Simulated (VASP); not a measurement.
Runs of VASP 6.6.1 on Pt. The structure is that of space group P6/mmm (No. 191), or close to it. The cells are those of the table. 

```csv
task,cell,k mesh,cutoff (eV),gap on the mesh (eV),pressure (GPa),relaxed volume (Å³/atom)
single point,"a = 2.522, b = 2.522, c = 3.471 Å, angles 90.0, 90.0, 123.7°, 1 atom",8 × 8 × 6,520,none,37.2,-
single point,"a = 2.674, b = 2.674, c = 2.733 Å, angles 90.0, 90.0, 120.0°, 1 atom",8 × 8 × 6,520,none,-0.6,-
single point,"a = 2.688, b = 2.688, c = 2.691 Å, angles 90.0, 90.0, 120.0°, 1 atom",24 × 24 × 20,520,none,-0.6,-
relaxation of cell and atoms,"relaxed from a = 2.673, b = 2.673, c = 2.733 Å, angles 90.0, 90.0, 120.0°, 1 atom",24 × 24 × 20,600,none,0.0,16.81
relaxation of cell and atoms,"relaxed from a = 2.522, b = 2.522, c = 3.471 Å, angles 90.0, 90.0, 123.7°, 1 atom",8 × 8 × 6,600,none,0.0,(a)
```

Alike in all rows: level PBE; potentials or basis VASP PAW PBE potentials, release 64 (Pt); no spin polarisation; smearing gaussian 0.1 eV.

Fill in the values left out.

(a) 16.88.

Caveats: some runs use coarse meshes; spin-orbit coupling is left out, which moves the levels of the heavy elements; a cell axis changed by over 15 % at a fixed basis, so the end point is rough (at least some runs).

A k mesh can miss the band edges, and the runs leave out spin-orbit coupling on Pt.

A gap of «none» marks levels without a gap at the run's occupations.
